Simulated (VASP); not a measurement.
# Al15InN16 (a cell with a defect) in VASP: settings compared, part 4 of 4

VASP 6.6.1.

## 6. Single point, PBE

INCAR

```
ALGO = Normal ; EDIFF = 1E-6
ENCUT = 520 ; GGA = PE
GGA_COMPAT = F ; ISIF = 2
ISMEAR = -1 ; ISYM = -1
LASPH = T ; LCHARG = T
LELF = T ; LREAL = Auto
LVHAR = T ; LWAVE = F
NBANDS = 91 ; NELM = 120
PREC = Accurate ; SIGMA = 0.01
```

KPOINTS

```
explicit points
4
Reciprocal
  0.25000000   0.25000000   0.25000000 2
  0.25000000   0.25000000   0.75000000 2
  0.25000000   0.75000000   0.25000000 2
  0.25000000   0.75000000   0.75000000 2
```

POSCAR

```
Al15InN16
1.0
    6.2595139128      0.0000000578      0.0000000000
   -3.1297570064      5.4208980350      0.0000000000
    0.0000000000      0.0000000000     10.0348065929
Al In N
15 1 16
Direct
    0.3354682551      0.1670842980      0.2449691536
    0.3360462520      0.1670566779      0.7535767733
    0.1664356643      0.3356490101      0.9984358002
    0.3367484776      0.6726888119      0.2442597052
    0.1698631412      0.8385090747      0.4982093627
    0.3359514311      0.6725745403      0.7542697389
    0.1649792126      0.8349978094      0.9994781251
    0.8294914916      0.1654974872      0.2443200508
    0.6644073761      0.3331960551      0.4982791281
    0.8303010737      0.1668676283      0.7542155912
    0.6672192928      0.3372969888      0.9993890221
    0.8343168788      0.6682028372      0.2489522405
    0.6673693792      0.8353164382      0.4990743092
    0.8345224998      0.6686191722      0.7481877505
    0.6676784584      0.8346738087      0.9990345757
    0.1629847870      0.3394919796      0.4993224237
    0.3434798743      0.1594878925      0.4319290807
    0.1679812499      0.3340564639      0.1889805952
    0.3332418308      0.1689465205      0.9416210669
    0.1683696029      0.3345059458      0.7096853292
    0.3503412834      0.7009804009      0.4311575875
    0.1658828286      0.8328198619      0.1868571109
    0.3334012423      0.6726218800      0.9421894109
    0.1697880132      0.8348385571      0.6887156778
    0.8014977597      0.1523431386      0.4312020026
    0.6696137351      0.3365602183      0.1867951772
    0.8294980225      0.1687936741      0.9421008846
    0.6681854720      0.3332286439      0.6887436693
    0.8335572667      0.6694318687      0.4395110052
    0.6701145858      0.8321011685      0.1863589814
    0.8324415367      0.6698825472      0.9371182583
    0.6680946872      0.8345334547      0.6897820991
```

Potentials or basis: VASP PAW PBE potentials, release 64 (Al, In_d, N).

Command:

```console
$ cat potpaw_PBE.64/Al/POTCAR potpaw_PBE.64/In_d/POTCAR potpaw_PBE.64/N/POTCAR > POTCAR
$ mpirun -np 1 vasp_std > vasp.out
```

It took 2.9 min on 1 thread of Intel Xeon 6975P-C (Granite Rapids), shared host; peak memory 0.45 GiB.

It converged, with:

```
Free energy            : -233.1879 eV
Pressure               : 5.4 GPa
Largest force          : 0.356 eV/Å
Band gap on the k mesh : 4.59 eV
```

Forces on the atoms (eV/Å):
```
Al   0.127 -0.078 -0.085
Al   0.123 -0.081 -0.099
Al  -0.114  0.070 -0.109
Al   0.115 -0.067 -0.057
Al  -0.088  0.106 -0.135
Al   0.114 -0.090 -0.094
Al  -0.119  0.082 -0.099
Al   0.113 -0.062 -0.063
Al  -0.138  0.018 -0.139
Al   0.127 -0.063 -0.092
Al  -0.128  0.066 -0.089
Al   0.119 -0.073 -0.115
Al  -0.132  0.073 -0.072
Al   0.121 -0.080 -0.092
Al  -0.118  0.062 -0.077
In   0.058 -0.030  0.048
N    0.298 -0.176  0.042
N   -0.205  0.128  0.111
N    0.200 -0.110  0.139
N   -0.220  0.124  0.251
N   -0.100 -0.245 -0.023
N   -0.202  0.131  0.095
N    0.199 -0.118  0.080
N   -0.181  0.103  0.107
N    0.167  0.206 -0.022
N   -0.213  0.113  0.097
N    0.209 -0.105  0.084
N   -0.179  0.107  0.108
N    0.194 -0.116  0.150
N   -0.176  0.107  0.068
N    0.194 -0.107  0.072
N   -0.163  0.106  0.011
```

Stress tensor (GPa, compression positive):
```
 5.22 -0.40  0.10
-0.40  4.74 -0.06
 0.10 -0.06  6.29
```

Levels at points of the mesh, in eV from the valence-band top:
| k point | band 65 | band 66 | band 67 | band 68 | band 69 | band 70 | band 71 | band 72 | band 73 | band 74 |
| --- | --- | --- | --- | --- | --- | --- | --- | --- | --- | --- |
| (0.25, 0.25, 0.25) | -0.79 | -0.73 | -0.55 | -0.38 | -0.26 | 5.24 | 5.39 | 5.88 | 5.99 | 6.18 |

Caveat: spin-orbit coupling is left out, which moves the levels of the heavy elements.

## 7. Overview

| task | level | cell | k mesh | smearing | grid for exact exchange (PRECFOCK) | share of exact exchange | screening parameter | gap on the mesh (eV) | pressure (GPa) | largest force (eV/Å) |
| --- | --- | --- | --- | --- | --- | --- | --- | --- | --- | --- |
| single point | PBE | a = 6.260, b = 6.260, c = 10.035 Å, angles 90.0, 90.0, 120.0°, 32 atoms, atomic positions A | 1 × 1 × 1, shifted | gaussian 0.01 eV | - | - | - | 5.53 | 4.9 | 0.02 |
| single point | HSE06 | a = 6.260, b = 6.260, c = 10.035 Å, angles 90.0, 90.0, 120.0°, 32 atoms, atomic positions A | 1 × 1 × 1, shifted | fermi-dirac 0.01 eV | Fast | 0.25 | 0.2079 1/Å | 6.99 | -0.7 | 0.18 |
| relaxation of the atoms | PBE | atoms relaxed from a = 6.260, b = 6.260, c = 10.035 Å, angles 90.0, 90.0, 120.0°, 32 atoms, atomic positions B | 1 × 1 × 1, shifted | gaussian 0.01 eV | - | - | - | 5.53 | 4.9 | 0.03 |
| single point | PBE | a = 6.260, b = 6.260, c = 10.035 Å, angles 90.0, 90.0, 120.0°, 32 atoms, atomic positions A | 2 × 2 × 2, shifted | fermi-dirac 0.01 eV | - | - | - | 4.59 | 5.4 | 0.36 |

Alike in all rows: potentials or basis VASP PAW PBE potentials, release 64 (Al, In_d, N); no spin polarisation; cutoff (eV) 520.

On the cell as given the gap runs from 4.59 eV (PBE) to 6.99 eV (HSE06); the meshes differ, which moves gaps too. The pressure there spans -0.7 GPa (HSE06) to 5.4 GPa (PBE); a positive pressure means that this level wants a larger cell, a negative one a smaller.

Caveats: spin-orbit coupling is left out, which moves the levels of the heavy elements; the PAW data sets were made with another functional, which shifts forces and pressure a little (at least some runs).

Total energies depend on the potentials used, so only differences within one code and one set of settings carry meaning.
